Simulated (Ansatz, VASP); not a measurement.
One calculation of Mg2Si3N, two programs

```
Mg Si N
1.0
     3.27466   -4.61635    0.00000
     3.27466    4.61635    0.00000
     0.00000    0.00000    3.69862
Mg Si N
2 3 1
Direct
  0.00000 0.50000 0.50000
  0.50000 0.00000 0.50000
  0.74308 0.74308 0.00000
  0.25692 0.25692 0.00000
  0.50000 0.50000 0.50000
  0.00000 0.00000 0.00000
```

Change from the starting cell: species swapped into the LaAl2Ag3 type (Cmmm, No. 65).

Alike in both runs: functional PBE; k mesh 4 × 4 × 6; occupations gaussian, width 0.1 eV; no spin polarisation.

Ansatz relaxed the structure, and its values are those at the end. VASP's run is a single point on that final structure, the one shown.

```csv
,VASP,Ansatz
version,VASP 6.6.1,Ansatz 0.2.0
potentials or method,"VASP PAW PBE potentials, release 64 (Mg, Si, N), cutoff 520 eV","scalar-relativistic, plane waves, PAW"
valence electrons in the cell,21,37
```

```tsv
	VASP	Ansatz	Ansatz less VASP
gap on the k mesh at the Fermi level (eV)	none	none	-
pressure (GPa)	0.0	0.1	+0.13
rms of the force components (eV/Å)	0.009	0.010	+0.0008
```

A gap of «none» marks a metal or a gap that the smearing closes. VASP's potentials hold 21 valence electrons a cell and Ansatz's 37, so a difference there can come from the potentials and not from the codes.
